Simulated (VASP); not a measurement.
# MgI2 in VASP: a series of runs

Runs on MgI2. Level: PBE+D3(BJ). Tasks: single point.

All numbers are computed with VASP 6.6.1; they aren't measurements. Logs are shortened: lines on timing, memory, paths and dates and some standing lists are left out, and cuts for length are marked.

### 1 The cell of the first run

The cell holds a slab with vacuum, 6 atoms: a = 4.131 Å, b = 4.131 Å, c = 24.227 Å, α = 90.00°, β = 90.00°, γ = 120.00°.

### 2 Single point, PBE+D3(BJ)

File INCAR:

```
PREC = Accurate
ENCUT = 520
EDIFF = 1E-6
ISMEAR = 0
SIGMA = 0.05
LREAL = F
LASPH = T
NELM = 80
ALGO = Normal
ISIF = 2
LWAVE = F
LCHARG = F
LDIPOL = T
IDIPOL = 3
DIPOL = 0.5 0.5 0.404
GGA = PE
IVDW = 12
NBANDS = 25
```

File KPOINTS:

```
Automatic mesh
0
Gamma
  9 9 1
```

File POSCAR:

```
MgI2
1.0
    4.1311066128      0.0000000000      0.0000000000
   -2.0655533064      3.5776432724      0.0000000000
    0.0000000000      0.0000000000     24.2265084657
I Mg
4 2
Direct
    0.3333333333      0.6666666667      0.1857469477
    0.6666666667      0.3333333333      0.3245723272
    0.6666666667      0.3333333333      0.4826636182
    1.0000000000      0.0000000000      0.6214889978
    0.0000000000      0.0000000000      0.2551596374
    0.3333333333     -0.3333333333      0.5520763080
```

Potentials or basis: VASP PAW PBE potentials, release 64 (I, Mg).

Started as:

```
cat potpaw_PBE.64/I/POTCAR potpaw_PBE.64/Mg/POTCAR > POTCAR
mpirun -np 1 vasp_std > vasp.out
```

OUTCAR:

```text
PREC = Accurate
   ENCUT = 520
   EDIFF = 1E-6
   ISMEAR = 0
   LREAL = F
   LASPH = T
   NELM = 80
   ISIF = 2
   GGA = PE
   IVDW = 12
 IVDW          = 12

 ion  position               nearest neighbor table
   1  0.333  0.667  0.186-   5 2.92   5 2.92   5 2.92
   2  0.667  0.333  0.325-   5 2.92   5 2.92   5 2.92
   3  0.667  0.333  0.483-   6 2.92   6 2.92   6 2.92
   4  0.000  0.000  0.621-   6 2.92   6 2.92   6 2.92
   5  0.000  0.000  0.255-   1 2.92   1 2.92   1 2.92   2 2.92   2 2.92   2 2.92
   6  0.333  0.667  0.552-   3 2.92   3 2.92   4 2.92   4 2.92   4 2.92   3 2.92

  LATTYP: Found a hexagonal cell.
 ALAT       =     4.1311066128
 C/A-ratio  =     5.8644113397

  Lattice vectors:

 A1 = (   4.1311066128,   0.0000000000,   0.0000000000)
 A2 = (  -2.0655533064,   3.5776432724,   0.0000000000)
 A3 = (   0.0000000000,   0.0000000000,  24.2265084657)

Analysis of symmetry for initial positions (statically):
=====================================================================
 Subroutine PRICEL returns:
 Original cell was already a primitive cell.

 Routine SETGRP: Setting up the symmetry group for a
 hexagonal supercell.

 Subroutine GETGRP returns: Found 12 space group operations
 (whereof  6 operations were pure point group operations)
 out of a pool of 24 trial point group operations.

The static configuration has the point symmetry C_3v.
 The point group associated with its full space group is D_3d.

Analysis of symmetry for dynamics (positions and initial velocities):
=====================================================================
 Subroutine PRICEL returns:
 Original cell was already a primitive cell.

 Routine SETGRP: Setting up the symmetry group for a
 hexagonal supercell.

 Subroutine GETGRP returns: Found 12 space group operations
 (whereof  6 operations were pure point group operations)
 out of a pool of 24 trial point group operations.

The dynamic configuration has the point symmetry C_3v.
 The point group associated with its full space group is D_3d.

 Subroutine INISYM returns: Found 12 space group operations
 (whereof  6 operations are pure point group operations),
 and found     1 'primitive' translations

----------------------------------------------------------------------------------------

                                     Primitive cell

  volume of cell :     358.0587

  direct lattice vectors                    reciprocal lattice vectors
     4.131106613  0.000000000  0.000000000     0.242065890  0.139756807  0.000000000
    -2.065553306  3.577643272  0.000000000     0.000000000  0.279513614  0.000000000
     0.000000000  0.000000000 24.226508466     0.000000000  0.000000000  0.041277099

  length of vectors
     4.131106613  4.131106613 24.226508466     0.279513614  0.279513614  0.041277099

  position of ions in fractional coordinates (direct lattice)
     0.333333333  0.666666667  0.185746948
     0.666666667  0.333333333  0.324572327
     0.666666667  0.333333333  0.482663618
     0.000000000  0.000000000  0.621488998
     0.000000000  0.000000000  0.255159637
     0.333333333  0.666666667  0.552076308

  ion indices of the primitive-cell ions
   primitive index   ion index
                 1           1
                 2           2
                 3           3
                 4           4
                 5           5
                 6           6

----------------------------------------------------------------------------------------

 KPOINTS: Automatic mesh

Automatic generation of k-mesh.
 Grid dimensions read from file:
 generate k-points for:    9    9    1

 Generating k-lattice:

  Cartesian coordinates                     Fractional coordinates (reciprocal lattice)
     0.026896210  0.015528534  0.000000000     0.111111111 -0.000000000  0.000000000
     0.000000000  0.031057068  0.000000000     0.000000000  0.111111111  0.000000000
     0.000000000  0.000000000  0.041277099     0.000000000  0.000000000  1.000000000

  Length of vectors
     0.031057068  0.031057068  0.041277099

  Shift w.r.t. Gamma in fractional coordinates (k-lattice)
     0.000000000  0.000000000  0.000000000

 Subroutine IBZKPT returns following result:
 ===========================================

 Found     12 irreducible k-points:

 Following reciprocal coordinates:
            Coordinates               Weight
  0.000000  0.000000  0.000000      1.000000
  0.111111  0.000000  0.000000      6.000000
  0.222222  0.000000  0.000000      6.000000
  0.333333 -0.000000  0.000000      6.000000
  0.444444  0.000000  0.000000      6.000000
  0.111111  0.111111  0.000000      6.000000
  0.222222  0.111111  0.000000     12.000000
  0.333333  0.111111  0.000000     12.000000
  0.444444  0.111111  0.000000      6.000000
  0.222222  0.222222  0.000000      6.000000
  0.333333  0.222222  0.000000     12.000000
  0.333333  0.333333  0.000000      2.000000
   k-points           NKPTS =     12   k-points in BZ     NKDIM =     12   number of bands    NBANDS=     25
   number of dos      NEDOS =    301   number of ions     NIONS =      6
   total plane-waves  NPLWV = 184320
   dimension x,y,z NGX =    32 NGY =   32 NGZ =  180
   dimension x,y,z NGXF=    64 NGYF=   64 NGZF=  360
   ions per type =               4   2
   NGX,Y,Z   is equivalent  to a cutoff of  12.88, 12.88, 12.35 a.u.
   NGXF,Y,Z  is equivalent  to a cutoff of  25.76, 25.76, 24.70 a.u.
 SYSTEM =  unknown system
   PREC   = accura    normal or accurate (medium, high low for compatibility)
   ISTART =      0    job   : 0-new  1-cont  2-samecut
   ICHARG =      2    charge: 1-file 2-atom 10-const
   ISPIN  =      1    spin polarized calculation?
   LNONCOLLINEAR =      F non collinear calculations
   LSORBIT =      F    spin-orbit coupling
   LASPH  =      T    aspherical Exc in radial PAW
   ENCUT  =  520.0 eV  38.22 Ry    6.18 a.u.   7.68  7.68 45.05*2*pi/ulx,y,z
   NELM   =     80;   NELMIN=  2; NELMDL= -5     # of ELM steps
   EDIFF  = 0.1E-05   stopping-criterion for ELM
   LREAL  =      F    real-space projection
   EDIFFG = 0.1E-04   stopping-criterion for IOM
   NSW    =      0    number of steps for IOM
   IBRION =     -1    ionic relax: 0-MD 1-quasi-New 2-CG
   NFREE  =      0    steps in history (QN), initial steepest desc. (CG)
   ISIF   =      2    stress and relaxation
   ISYM   =      2    0-nonsym 1-usesym 2-fastsym
   POTIM  = 0.5000    time-step for ionic-motion
   TEBEG  =    0.0;   TEEND  =   0.0 temperature during run
   PSTRESS=    0.0 pullay stress
   NELECT =      32.0000    total number of electrons
   NUPDOWN=      -1.0000    fix difference up-down
   EMIN   =  10.00;   EMAX   =-10.00  energy-range for DOS
   EFERMI =   0.00;   METHOD = LEGACY
   ISMEAR =     0;   SIGMA  =   0.05  broadening in eV -4-tet -1-fermi 0-gaus
   EFERMI_NEDOS =   21; number of points for ismear=-14 and -15
   IALGO  =     38    algorithm
   IMIX   =      4    mixing-type and parameters
     AMIX     =   0.40;   BMIX     =  1.00
     AMIX_MAG =   1.60;   BMIX_MAG =  1.00
  volume/ion in A,a.u.               =      59.68       402.72
  Fermi-wavevector in a.u.,A,eV,Ry     =   0.731936  1.383159  7.289063  0.535731
  Thomas-Fermi vector in A             =   1.824276
   LORBIT       =      0    0 simple, 1 ext, 2 COOP (PROOUT), +10 PAW based schemes
   GGA     = PE    functional components
   LHFCALC =     F    Hartree Fock is set to
   AEXX    =    0.0000 exact exchange contribution
   IVDW    =    12    specifies the selected vdW correction
   LEPSILON=     F    determine dielectric tensor
   LRPA    =     F    only Hartree local field effects (RPA)
 non-spin polarized calculation
 Gauss-broadening in eV      SIGMA  =   0.05
  energy-cutoff  :      520.00
  volume of cell :      358.06
 maximum number of plane-waves:      9709
 NGX is ok and might be reduce to    32
   NGX = 15   NGY = 15   NGZ = 91

 number of electron      32.0000001 magnetization

 dipolmoment           0.000000      0.000000     -0.000002 electrons x Angstroem

 Free energy of the ion-electron system (eV)
  ---------------------------------------------------
  ext. energy  EPLUGINS =         0.00000000
  ---------------------------------------------------
  free energy    TOTEN  =       -15.37106213 eV

  energy without entropy =      -15.37106213  energy(sigma->0) =      -15.37106213

 E-fermi :  -1.1302     XC(G=0):  -5.0817

 val. band max:       -1.4011548232   @ k =   0.0000   0.0000   0.0000
 cond. band min:       2.1501461399   @ k =   0.4444   0.0000   0.0000
 fundamental gap:      3.5513009631
 Fermi energy:        -1.1301601216

 k-point     1 :       0.0000    0.0000    0.0000
  band No.  band energies     occupation
      1     -13.4022      2.00000
      2     -13.3275      2.00000
      3     -12.8780      2.00000
      4     -12.7937      2.00000
      5      -4.7677      2.00000
      6      -4.3182      2.00000
[... 17 lines left out ...]
     24       5.3182      0.00000
     25       5.3190      0.00000

 k-point     2 :       0.1111    0.0000    0.0000
  band No.  band energies     occupation
      1     -13.3392      2.00000
      2     -13.2639      2.00000
      3     -12.8370      2.00000
      4     -12.7537      2.00000
      5      -4.7014      2.00000
      6      -4.2677      2.00000
[... 17 lines left out ...]
     24       5.2990      0.00000
     25       5.5227      0.00000

 k-point     3 :       0.2222    0.0000    0.0000
  band No.  band energies     occupation
      1     -13.1678      2.00000
      2     -13.0909      2.00000
      3     -12.7325      2.00000
      4     -12.6524      2.00000
      5      -4.5613      2.00000
      6      -4.2084      2.00000
[... 216 lines left out ...]
 k-point    11 :       0.3333    0.2222    0.0000
  band No.  band energies     occupation
      1     -12.6906      2.00000
      2     -12.5956      2.00000
      3     -12.5282      2.00000
      4     -12.4703      2.00000
      5      -4.7432      2.00000
      6      -4.6905      2.00000
[... 17 lines left out ...]
     24       5.6957      0.00000
     25       5.9981      0.00000

 k-point    12 :       0.3333    0.3333    0.0000
  band No.  band energies     occupation
      1     -12.6339      2.00000
      2     -12.5193      2.00000
      3     -12.5192      2.00000
      4     -12.4814      2.00000
      5      -4.6046      2.00000
      6      -4.6046      2.00000
[... 17 lines left out ...]
     24       6.5634      0.00000
     25       6.5920      0.00000

------------------------ aborting loop because EDIFF is reached ----------------------------------------

 vacuum level on the upper side and lower side of the slab       (xc-potential included)        -0.111        -0.111

 Edisp (eV)   -1.59349

 E8    (eV) :    -0.7310

  FORCE on cell =-STRESS in cart. coord.  units (eV):
  Direction    XX          YY          ZZ          XY          YZ          ZX
  --------------------------------------------------------------------------------------
  -------------------------------------------------------------------------------------
  Total      -0.25068    -0.25068     0.52248     0.00000     0.00000     0.00000
  in kB      -1.12170    -1.12170     2.33790     0.00000     0.00000     0.00000
  external pressure =        0.03 kB  Pullay stress =        0.00 kB

 VOLUME and BASIS-vectors are now :
 -----------------------------------------------------------------------------
  energy-cutoff  :      520.00
  volume of cell :      358.06
      direct lattice vectors                 reciprocal lattice vectors
     4.131106613  0.000000000  0.000000000     0.242065890  0.139756807  0.000000000
    -2.065553306  3.577643272  0.000000000     0.000000000  0.279513614  0.000000000
     0.000000000  0.000000000 24.226508466     0.000000000  0.000000000  0.041277099

 POSITION                                       TOTAL-FORCE (eV/Angst)
 -----------------------------------------------------------------------------------
     -0.00000      2.38510      4.50000        -0.000000      0.000000      0.013881
      2.06555      1.19255      7.86325         0.000000      0.000000     -0.159843
      2.06555      1.19255     11.69325        -0.000000      0.000000      0.159843
      0.00000      0.00000     15.05651         0.000000      0.000000     -0.013881
      0.00000      0.00000      6.18163        -0.000000      0.000000     -0.010888
     -0.00000      2.38510     13.37488         0.000000      0.000000      0.010888
 -----------------------------------------------------------------------------------
    total drift:                                0.000000     -0.000000     -0.000057

  FREE ENERGIE OF THE ION-ELECTRON SYSTEM (eV)
  ---------------------------------------------------
  free  energy   TOTEN  =       -16.9645538318 eV

  energy  without entropy=      -16.9645538318  energy(sigma->0) =      -16.96455383

 vacuum level on the upper side and lower side of the slab         4.845         4.845
```

Run time: 89 s. Hardware: 1 thread of AMD EPYC 9R45 (Zen 5), shared host; peak memory 0.43 GiB.

Results:

```
Free energy                : -16.9646 eV
Largest force              : 0.160 eV/Å
Band gap on the k mesh     : 3.55 eV, indirect (least direct gap 3.92 eV)
Dispersion energy per atom : -0.266 eV
```

Forces in eV/Å, atoms in the order of the input:
```
I    0.000  0.000  0.014
I    0.000  0.000 -0.160
I    0.000  0.000  0.160
I    0.000  0.000 -0.014
Mg   0.000  0.000 -0.011
Mg   0.000  0.000  0.011
```

Levels at points of the mesh, in eV from the valence-band top:
| k point | band 14 | band 15 | band 16 | band 17 | band 18 | band 19 |
| --- | --- | --- | --- | --- | --- | --- |
| (0.00, 0.00, 0.00) | -0.06 | 0.00 | 0.00 | 3.92 | 4.35 | 4.84 |

Caveat: spin-orbit coupling is left out, which moves the levels of the heavy elements.

### 3 Single point, PBE+D3(BJ)

File INCAR:

```
ALGO = Normal
DIPOL = 0.5 0.5 0.404
EDIFF = 1E-6
ENCUT = 520
GGA = PE
IDIPOL = 3
ISIF = 2
ISMEAR = 0
IVDW = 12
LASPH = True
LCHARG = False
LDIPOL = True
LREAL = False
LWAVE = False
NBANDS = 25
NELM = 60
PREC = Accurate
SIGMA = 0.05
```

File KPOINTS:

```
k-points
0
Gamma
  9 9 1
```

File POSCAR:

```
MgI2
1.0
    4.1311066128      0.0000000000      0.0000000000
   -2.0655533064      3.5776432724      0.0000000000
    0.0000000000      0.0000000000     24.2265084657
I Mg
4 2
Direct
    0.3333333333      0.6666666667      0.1857469477
    0.6666666667      0.3333333333      0.3245723272
    1.0000000000      1.0000000000      0.4826636182
    1.3333333333      0.6666666667      0.6214889978
    0.0000000000      0.0000000000      0.2551596374
    0.6666666667      0.3333333333      0.5520763080
```

Potentials or basis: VASP PAW PBE potentials, release 64 (I, Mg).

Started as:

```
cat potpaw_PBE.64/I/POTCAR potpaw_PBE.64/Mg/POTCAR > POTCAR
mpirun -np 1 vasp_std > vasp.out
```

Wall time 89 s (1 thread of AMD EPYC 9R45 (Zen 5), shared host); peak memory 0.44 GiB.

Results (log left out):

```yaml
Free_energy: -17.0349 eV
Largest_force: 0.035 eV/Å
Band_gap_on_the_k_mesh: 3.54 eV, indirect (least direct gap 3.93 eV)
Dispersion_energy_per_atom: -0.266 eV
```

Forces on the atoms (eV/Å):
```
I    0.000  0.000  0.016
I    0.000  0.000  0.035
I    0.000  0.000 -0.035
I    0.000  0.000 -0.016
Mg   0.000  0.000  0.014
Mg   0.000  0.000 -0.014
```

Levels at points of the mesh, in eV from the valence-band top:
```
           k point  band 14  band 15  band 16  band 17  band 18  band 19
(0.00, 0.00, 0.00)    -0.03     0.00     0.00     3.93     4.36     4.91
```

Caveat: spin-orbit coupling is left out, which moves the levels of the heavy elements.

(Continued in part 2 of 2.)
